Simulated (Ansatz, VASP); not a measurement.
Te: VASP beside Ansatz

Contents of POSCAR:

```
Te
1.0
    4.6324895870      0.0000000000      0.0000000000
   -2.3162447935      4.0118536651      0.0000000000
    0.0000000000      0.0000000000      5.8869033494
Te
3
Direct
    0.2535874851      0.0000000000      0.3333333333
    1.0000000000      0.2535874851      0.6666666667
    0.7464125149      0.7464125149      0.0000000000
```

Contents of INCAR.step1:

```
PREC = Accurate
ENCUT = 520
ISMEAR = -1
SIGMA = 0.05
LREAL = False
LASPH = True
NELM = 80
NBANDS = 16
GGA = PE
ALGO = Normal
EDIFF = 1E-4
LWAVE = True
LCHARG = False
```

File INCAR.step2:

```
PREC = Accurate
ENCUT = 520
EDIFF = 1E-7
ISMEAR = -1
SIGMA = 0.05
LREAL = False
LASPH = True
NELM = 80
ALGO = Normal
ISIF = 2
LWAVE = False
LCHARG = False
METAGGA = R2SCAN
LMIXTAU = True
NBANDS = 16
ISTART = 1
```

File KPOINTS:

```
Automatic mesh
0
Gamma
  1 1 1
```

Input for Ansatz:

```yaml
crystal:
  lattice:
    - [4.632489587, 0.0, 0.0]
    - [-2.3162447935, 4.0118536651, 0.0]
    - [0.0, 0.0, 5.8869033494]
  atoms:
    - { symbol: Te, position: [0.2535874851, 0.0, 0.3333333333] }
    - { symbol: Te, position: [1.0, 0.2535874851, 0.6666666667] }
    - { symbol: Te, position: [0.7464125149, 0.7464125149, 0.0] }
hamiltonian:
  xc: r2scan
  pseudopotentials:
    kind: paw
    azcp:
      Te: "pseudopotentials/Te.paw.azcp"
basis:
  ecutwfc: 500
  fft_grid_basis: typed
kpoints:
  mp_grid: { grid: [1, 1, 1], shift: [0, 0, 0] }
magnetization:
  spin_polarized: false
scf:
  occupations: { method: fermi_dirac, width: 0.05 }
  lower_state_search: "off"
output:
  stress: true
```

Alike in both runs: task single point; functional r2SCAN; k mesh 1 × 1 × 1; occupations fermi-dirac, width 0.05 eV; no spin polarisation.

|  | VASP | Ansatz |
| --- | --- | --- |
| version | VASP 6.6.1 | Ansatz 0.2.0 |
| potentials or method | VASP PAW PBE potentials, release 64 (Te), cutoff 520 eV | plane waves (500 eV) with PAW, scalar-relativistic |
| valence electrons in the cell | 18 | 48 |

VASP gave:

- pressure (GPa): 13.9
- traceless stress, the component that is largest in VASP (GPa): -31.66

What did Ansatz give for the same quantities?

Pressure (GPa): 13.7; traceless stress, the component that is largest in VASP (GPa): -31.54.

VASP's potentials were made for PBE, not for r2SCAN. The functional is the same, so the differences come from potentials, cutoffs and numerics. VASP's potentials hold 18 valence electrons a cell and Ansatz's 48, so a difference there can come from the potentials and not from the codes.

The k mesh is coarse, so the values compare programs but aren't converged. Neither program's run includes spin-orbit coupling.
